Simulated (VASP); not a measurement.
Input of a VASP 6.6.1 run:

INCAR

```
PREC = Accurate
ENCUT = 520
EDIFF = 1E-6
ISMEAR = 0
SIGMA = 0.02
LREAL = F
LASPH = T
NELM = 100
ALGO = Normal
ISIF = 2
LWAVE = F
LCHARG = T
GGA = PS
LELF = T
LVHAR = T
NBANDS = 15
```

The input KPOINTS:

```
Automatic mesh
0
Gamma
  6 6 4
```

Contents of POSCAR:

```
MgI2
1.0
    4.1286067805      0.0000000000      0.0000000000
   -2.0643033902      3.5754783541      0.0000000000
    0.0000000000      0.0000000000      7.1297002822
Mg I
1 2
Direct
    0.0000000000      0.0000000000      0.0000000000
    0.3333333391      0.6666666609      0.7656484170
    0.6666666609      0.3333333391      0.2343515830
```

Potentials or basis: VASP PAW PBE potentials, release 64 (Mg, I).

Command:

```sh
$ cat potpaw_PBE.64/Mg/POTCAR potpaw_PBE.64/I/POTCAR > POTCAR
$ mpirun -np 1 vasp_std > vasp.out
```

(1) Estimate the band gap on the k mesh.

(2) What does it give for the pressure?

(3) What does it give for the largest force?

Answers

(1) 3.54 eV, indirect (least direct gap 3.69 eV).

(2) -0.1 GPa.

(3) 0.004 eV/Å.

Caveat: the cell differs from its parent crystal (uniaxial strain along c: +1.5 %, then relaxed in part); the PAW data sets were made with another functional, which shifts forces and pressure a little; spin-orbit coupling is left out, which moves the levels of the heavy elements; this functional lacks dispersion, which binds the layers, so the pressure and a relaxed spacing across them are unreliable.
